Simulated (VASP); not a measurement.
# BaS in VASP: single point with PBEsol

Aim: the single point of BaS with PBEsol.

Program: VASP 6.6.1. These are calculated values, not measurements. Logs are shortened: lines on timing, memory, paths and dates and some standing lists are left out, and cuts for length are marked.

**1. The cell of the first run**

The cell holds a slab with vacuum, 8 atoms: a = 4.477 Å, b = 4.477 Å, c = 22.498 Å, α = 90.00°, β = 90.00°, γ = 90.00°.

**2. Single point, PBEsol**

File INCAR:

```
ALGO     = Normal         # electronic algorithm
EDIFF    = 1E-6           # SCF threshold, eV
ENCUT    = 520            # plane-wave cutoff, eV
GGA      = PS             # functional
ISIF     = 2              # what is computed and relaxed
ISMEAR   = -1             # smearing method
LASPH    = T              # aspherical terms in the spheres
LCHARG   = F              # write CHGCAR
LREAL    = F              # projectors in reciprocal space
LWAVE    = F              # write WAVECAR
NBANDS   = 42             # bands
NELM     = 60             # most SCF steps
PREC     = Accurate       # precision mode
SIGMA    = 0.05           # smearing width, eV
```

File KPOINTS:

```
k-points
0
Gamma
  6 6 1
```

File POSCAR:

```
BaS
1.0
    3.1660310000      3.1660310000      0.0000000000
   -3.1660310000      3.1660310000      0.0000000000
    0.0000000000      0.0000000000     22.4980950000
S Ba
4 4
Direct
    0.5005860000      0.5007090000      0.2918210000
    0.5007570000      0.5011200000      0.5713970000
    0.0006970000      0.0012580000      0.4284200000
    0.0006020000      0.0011830000      0.7078990000
    0.0005670000      0.0012060000      0.2911610000
    0.0005980000      0.0012520000      0.5701820000
    0.5005370000      0.5014940000      0.4294450000
    0.5006390000      0.5012370000      0.7085630000
```

Potentials or basis: VASP PAW PBE potentials, release 64 (S, Ba_sv).

Launch:

```bash
cat potpaw_PBE.64/S/POTCAR potpaw_PBE.64/Ba_sv/POTCAR > POTCAR
mpirun -np 1 vasp_std > vasp.out
```

OUTCAR:

```text
EDIFF = 1E-6
   ENCUT = 520
   GGA = PS
   ISIF = 2
   ISMEAR = -1
   LASPH = T
   LREAL = F
   NELM = 60
   PREC = Accurate

 ion  position               nearest neighbor table
   1  0.501  0.501  0.292-   7 3.10   5 3.16   5 3.16   5 3.17   5 3.17
   2  0.501  0.501  0.571-   8 3.09   6 3.17   6 3.17   6 3.17   6 3.17   7 3.19
   3  0.001  0.001  0.428-   5 3.09   7 3.16   7 3.17   7 3.17   7 3.17   6 3.19
   4  0.001  0.001  0.708-   6 3.10   8 3.17   8 3.17   8 3.17   8 3.17
   5  0.001  0.001  0.291-   3 3.09   1 3.16   1 3.16   1 3.17   1 3.17   7 4.44   7 4.44   7 4.44
                             7 4.44
   6  0.001  0.001  0.570-   4 3.10   2 3.17   2 3.17   2 3.17   2 3.17   3 3.19   8 4.44   8 4.44
                             8 4.44   8 4.44   7 4.48   7 4.48   7 4.48   7 4.48
   7  0.501  0.501  0.429-   1 3.10   3 3.16   3 3.17   3 3.17   3 3.17   2 3.19   5 4.44   5 4.44
                             5 4.44   5 4.44   6 4.48   6 4.48   6 4.48   6 4.48
   8  0.501  0.501  0.709-   2 3.09   4 3.17   4 3.17   4 3.17   4 3.17   6 4.44   6 4.44   6 4.44
                             6 4.44

  LATTYP: Found a simple tetragonal cell.
 ALAT       =     4.4774439791
 C/A-ratio  =     5.0247630356

  Lattice vectors:

 A1 = (   3.1660310000,   3.1660310000,   0.0000000000)
 A2 = (  -3.1660310000,   3.1660310000,   0.0000000000)
 A3 = (   0.0000000000,   0.0000000000,  22.4980950000)

Analysis of symmetry for initial positions (statically):
=====================================================================
 Subroutine PRICEL returns:
 Original cell was already a primitive cell.

 Routine SETGRP: Setting up the symmetry group for a
 simple tetragonal supercell.

 Subroutine GETGRP returns: Found  1 space group operations
 (whereof  1 operations were pure point group operations)
 out of a pool of 16 trial point group operations.

The static configuration has the point symmetry C_1 .

Analysis of symmetry for dynamics (positions and initial velocities):
=====================================================================
 Subroutine PRICEL returns:
 Original cell was already a primitive cell.

 Routine SETGRP: Setting up the symmetry group for a
 simple tetragonal supercell.

 Subroutine GETGRP returns: Found  1 space group operations
 (whereof  1 operations were pure point group operations)
 out of a pool of 16 trial point group operations.

The dynamic configuration has the point symmetry C_1 .

 Subroutine INISYM returns: Found  1 space group operations
 (whereof  1 operations are pure point group operations),
 and found     1 'primitive' translations

----------------------------------------------------------------------------------------

                                     Primitive cell

  volume of cell :     451.0307

  direct lattice vectors                    reciprocal lattice vectors
     3.166031000  3.166031000  0.000000000     0.157926438  0.157926438  0.000000000
    -3.166031000  3.166031000  0.000000000    -0.157926438  0.157926438  0.000000000
     0.000000000  0.000000000 22.498095000     0.000000000  0.000000000  0.044448208

  length of vectors
     4.477443979  4.477443979 22.498095000     0.223341711  0.223341711  0.044448208

  position of ions in fractional coordinates (direct lattice)
     0.500586000  0.500709000  0.291821000
     0.500757000  0.501120000  0.571397000
     0.000697000  0.001258000  0.428420000
     0.000602000  0.001183000  0.707899000
     0.000567000  0.001206000  0.291161000
     0.000598000  0.001252000  0.570182000
     0.500537000  0.501494000  0.429445000
     0.500639000  0.501237000  0.708563000

  ion indices of the primitive-cell ions
   primitive index   ion index
                 1           1
                 2           2
                 3           3
                 4           4
                 5           5
                 6           6
                 7           7
                 8           8

----------------------------------------------------------------------------------------

 KPOINTS: k-points

Automatic generation of k-mesh.
 Grid dimensions read from file:
 generate k-points for:    6    6    1

 Generating k-lattice:

  Cartesian coordinates                     Fractional coordinates (reciprocal lattice)
     0.026321073  0.026321073  0.000000000     0.166666667  0.000000000  0.000000000
    -0.026321073  0.026321073  0.000000000     0.000000000  0.166666667  0.000000000
     0.000000000  0.000000000  0.044448208     0.000000000  0.000000000  1.000000000

  Length of vectors
     0.037223619  0.037223619  0.044448208

  Shift w.r.t. Gamma in fractional coordinates (k-lattice)
     0.000000000  0.000000000  0.000000000

 Subroutine IBZKPT returns following result:
 ===========================================

 Found     20 irreducible k-points:

 Following reciprocal coordinates:
            Coordinates               Weight
  0.000000  0.000000  0.000000      1.000000
  0.166667  0.000000  0.000000      2.000000
  0.000000  0.166667  0.000000      2.000000
  0.333333  0.000000  0.000000      2.000000
  0.000000  0.333333  0.000000      2.000000
  0.500000  0.000000  0.000000      1.000000
[... 12 lines left out ...]
 -0.333333  0.500000  0.000000      2.000000
  0.500000  0.500000  0.000000      1.000000
   k-points           NKPTS =     20   k-points in BZ     NKDIM =     20   number of bands    NBANDS=     42
   number of dos      NEDOS =    301   number of ions     NIONS =      8
   total plane-waves  NPLWV = 217728
   dimension x,y,z NGX =    36 NGY =   36 NGZ =  168
   dimension x,y,z NGXF=    72 NGYF=   72 NGZF=  336
   ions per type =               4   4
   NGX,Y,Z   is equivalent  to a cutoff of  13.37, 13.37, 12.41 a.u.
   NGXF,Y,Z  is equivalent  to a cutoff of  26.73, 26.73, 24.83 a.u.
 SYSTEM =  unknown system
   PREC   = accura    normal or accurate (medium, high low for compatibility)
   ISTART =      0    job   : 0-new  1-cont  2-samecut
   ICHARG =      2    charge: 1-file 2-atom 10-const
   ISPIN  =      1    spin polarized calculation?
   LNONCOLLINEAR =      F non collinear calculations
   LSORBIT =      F    spin-orbit coupling
   LASPH  =      T    aspherical Exc in radial PAW
   ENCUT  =  520.0 eV  38.22 Ry    6.18 a.u.   8.33  8.33 41.83*2*pi/ulx,y,z
   NELM   =     60;   NELMIN=  2; NELMDL= -5     # of ELM steps
   EDIFF  = 0.1E-05   stopping-criterion for ELM
   LREAL  =      F    real-space projection
   EDIFFG = 0.1E-04   stopping-criterion for IOM
   NSW    =      0    number of steps for IOM
   IBRION =     -1    ionic relax: 0-MD 1-quasi-New 2-CG
   NFREE  =      0    steps in history (QN), initial steepest desc. (CG)
   ISIF   =      2    stress and relaxation
   ISYM   =      2    0-nonsym 1-usesym 2-fastsym
   POTIM  = 0.5000    time-step for ionic-motion
   TEBEG  =    0.0;   TEEND  =   0.0 temperature during run
   PSTRESS=    0.0 pullay stress
   NELECT =      64.0000    total number of electrons
   NUPDOWN=      -1.0000    fix difference up-down
   EMIN   =  10.00;   EMAX   =-10.00  energy-range for DOS
   EFERMI =   0.00;   METHOD = LEGACY
   ISMEAR =    -1;   SIGMA  =   0.05  broadening in eV -4-tet -1-fermi 0-gaus
   EFERMI_NEDOS =   21; number of points for ismear=-14 and -15
   IALGO  =     38    algorithm
   IMIX   =      4    mixing-type and parameters
     AMIX     =   0.40;   BMIX     =  1.00
     AMIX_MAG =   1.60;   BMIX_MAG =  1.00
  volume/ion in A,a.u.               =      56.38       380.46
  Fermi-wavevector in a.u.,A,eV,Ry     =   0.853885  1.613609  9.920278  0.729120
  Thomas-Fermi vector in A             =   1.970397
   LORBIT       =      0    0 simple, 1 ext, 2 COOP (PROOUT), +10 PAW based schemes
   GGA     = PS    functional components
   LHFCALC =     F    Hartree Fock is set to
   AEXX    =    0.0000 exact exchange contribution
   IVDW    =     0    specifies the selected vdW correction
   LEPSILON=     F    determine dielectric tensor
   LRPA    =     F    only Hartree local field effects (RPA)
 non-spin polarized calculation
  energy-cutoff  :      520.00
  volume of cell :      451.03
 maximum number of plane-waves:     12183
 NGX is ok and might be reduce to    36
   NGX = 17   NGY = 17   NGZ = 83

 number of electron      64.0000002 magnetization

 Free energy of the ion-electron system (eV)
  ---------------------------------------------------
  ext. energy  EPLUGINS =         0.00000000
  ---------------------------------------------------
  free energy    TOTEN  =       -41.99571617 eV

  energy without entropy =      -41.99571617  energy(sigma->0) =      -41.99571617

 E-fermi :   0.0736     XC(G=0):  -5.5045

 val. band max:       -0.9016143428   @ k =   0.0000   0.0000   0.0000
 cond. band min:       0.9901585665   @ k =   0.0000   0.0000   0.0000
 fundamental gap:      1.8917729093
 Fermi energy:         0.0736155577

 k-point     1 :       0.0000    0.0000    0.0000
  band No.  band energies     occupation
      1     -27.2902      2.00000
      2     -27.2731      2.00000
      3     -26.9452      2.00000
      4     -26.9102      2.00000
      5     -12.9121      2.00000
      6     -12.8189      2.00000
[... 34 lines left out ...]
     41       3.0437      0.00000
     42       3.5005      0.00000

 k-point     2 :       0.1667    0.0000    0.0000
  band No.  band energies     occupation
      1     -27.2857      2.00000
      2     -27.2686      2.00000
      3     -26.9387      2.00000
      4     -26.9081      2.00000
      5     -13.0005      2.00000
      6     -12.9048      2.00000
[... 34 lines left out ...]
     41       3.5714      0.00000
     42       3.8693      0.00000

 k-point     3 :       0.0000    0.1667    0.0000
  band No.  band energies     occupation
      1     -27.2857      2.00000
      2     -27.2686      2.00000
      3     -26.9387      2.00000
      4     -26.9081      2.00000
      5     -13.0005      2.00000
      6     -12.9048      2.00000
[... 717 lines left out ...]
      4     -26.8941      2.00000
      5     -12.9678      2.00000
      6     -12.9614      2.00000
[... 34 lines left out ...]
     41       4.9454      0.00000
     42       4.9538      0.00000

 k-point    20 :       0.5000    0.5000    0.0000
  band No.  band energies     occupation
      1     -27.2572      2.00000
      2     -27.2401      2.00000
      3     -26.8989      2.00000
      4     -26.8901      2.00000
      5     -12.7877      2.00000
      6     -12.7750      2.00000
[... 34 lines left out ...]
     41       5.0417      0.00000
     42       5.0440      0.00000

------------------------ aborting loop because EDIFF is reached ----------------------------------------

  FORCE on cell =-STRESS in cart. coord.  units (eV):
  Direction    XX          YY          ZZ          XY          YZ          ZX
  --------------------------------------------------------------------------------------
  -------------------------------------------------------------------------------------
  Total       -0.7859388     -0.7860300      0.8701623     -0.0000150     -0.0020593      0.0013089
  in kB       -2.7918575     -2.7921814      3.0910410     -0.0000532     -0.0073152      0.0046495
  external PRESSURE =      -0.8309993 kB  Pullay stress =       0.0000000 kB

 VOLUME and BASIS-vectors are now :
 -----------------------------------------------------------------------------
  energy-cutoff  :      520.00
  volume of cell :      451.03
      direct lattice vectors                 reciprocal lattice vectors
     3.166031000  3.166031000  0.000000000     0.157926438  0.157926438  0.000000000
    -3.166031000  3.166031000  0.000000000    -0.157926438  0.157926438  0.000000000
     0.000000000  0.000000000 22.498095000     0.000000000  0.000000000  0.044448208

 POSITION                                       TOTAL-FORCE (eV/Angst)
 -----------------------------------------------------------------------------------
     -0.00039      3.17013      6.56542        -0.003422      0.003327     -0.070917
     -0.00115      3.17197     12.85534        -0.002327     -0.000215     -0.008636
     -0.00178      0.00619      9.63863        -0.002546      0.000124     -0.011051
     -0.00184      0.00565     15.92638        -0.000025      0.000624      0.066577
     -0.00202      0.00561      6.55057         0.002715     -0.002426     -0.030507
     -0.00207      0.00586     12.82801         0.001725      0.000415     -0.002672
     -0.00303      3.17246      9.66169         0.003683     -0.001231      0.024108
     -0.00189      3.17197     15.94132         0.000195     -0.000617      0.033098
 -----------------------------------------------------------------------------------
    total drift:                                0.000061     -0.000153     -0.000112

  FREE ENERGIE OF THE ION-ELECTRON SYSTEM (eV)
  ---------------------------------------------------
  free  energy   TOTEN  =       -41.9957161733 eV

  energy  without entropy=      -41.9957161721  energy(sigma->0) =      -41.99571617
```

It took 14 min on 1 thread of AMD EPYC 7R13, shared host; peak memory 0.66 GiB.

Results:

* Free energy: -41.9957 eV
* Largest force: 0.071 eV/Å
* Band gap on the k mesh: 1.89 eV

Forces on the atoms (eV/Å):
```
S   -0.003  0.003 -0.071
S   -0.002  0.000 -0.009
S   -0.003  0.000 -0.011
S    0.000  0.001  0.067
Ba   0.003 -0.002 -0.031
Ba   0.002  0.000 -0.003
Ba   0.004 -0.001  0.024
Ba   0.000 -0.001  0.033
```

Caveat: there is no dipole correction, which matters where the two faces differ; the PAW data sets were made with another functional, which shifts forces and pressure a little; spin-orbit coupling is left out, which moves the levels of the heavy elements.
